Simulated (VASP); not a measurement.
Wanted: the native input for a VASP 6.6.1 run.

```yaml
Task: single point
Functional: PBE
Potentials_or_basis: VASP PAW PBE potentials, release 64 (K_sv, Ta_pv, O)
Cutoff: 520 eV
k_mesh: 2 × 2 × 3
Occupations: gaussian, width 0.15 eV
Spin: no spin polarisation
Dipole_correction: no
Further_INCAR_settings: ALGO = Normal; EDIFF = 1e-07; NBANDS = 37
```

The structure of K3TaO3 lies in POSCAR:

```
K3TaO3
1.0
    7.7793338262      0.0000000000      0.0000000000
   -3.8896669131      6.7371007180      0.0000000000
    0.0000000000      0.0000000000      4.4076077200
K Ta O
3 1 3
Direct
    0.5000000000      0.0000000000      0.5000000000
    0.0000000000      0.5000000000      0.5000000000
    0.5000000000      0.5000000000      0.5000000000
    0.0000000000      0.0000000000      0.5000000000
    0.5000000000      0.0000000000      0.0000000000
    0.0000000000      0.5000000000      0.0000000000
    0.5000000000      0.5000000000      0.0000000000
```

The cell was built from a structure type or drawn by symmetry, and may not be a known phase.

One way to write it, as run:

INCAR

```
  PREC = Accurate
  ENCUT = 520
  EDIFF = 1E-7
  ISMEAR = 0
  SIGMA = 0.15
  LREAL = False
  LASPH = True
  NELM = 100
  ALGO = Normal
  ISIF = 2
  LWAVE = False
  LCHARG = False
  GGA = PE
  NBANDS = 37
```

KPOINTS

```
Automatic mesh
0
Gamma
  2 2 3
```

Potentials or basis: VASP PAW PBE potentials, release 64 (K_sv, Ta_pv, O).

The run is started by

```bash
$ cat potpaw_PBE.64/K_sv/POTCAR potpaw_PBE.64/Ta_pv/POTCAR potpaw_PBE.64/O/POTCAR > POTCAR
$ mpirun -np 1 vasp_std > vasp.out
```

Results of the run:

```
Pressure               : 0.7 GPa
Band gap on the k mesh : zero (bands 28 and 29 overlap by 0.18 eV)
```

Caveat: the k points lie up to 0.48 Å⁻¹ apart; spin-orbit coupling is left out, which moves the levels of the heavy elements.

Wall time 100 s on 1 thread of Intel(R) Xeon(R) 6975P-C (Granite Rapids) (shared host), peak memory 0.35 GiB.
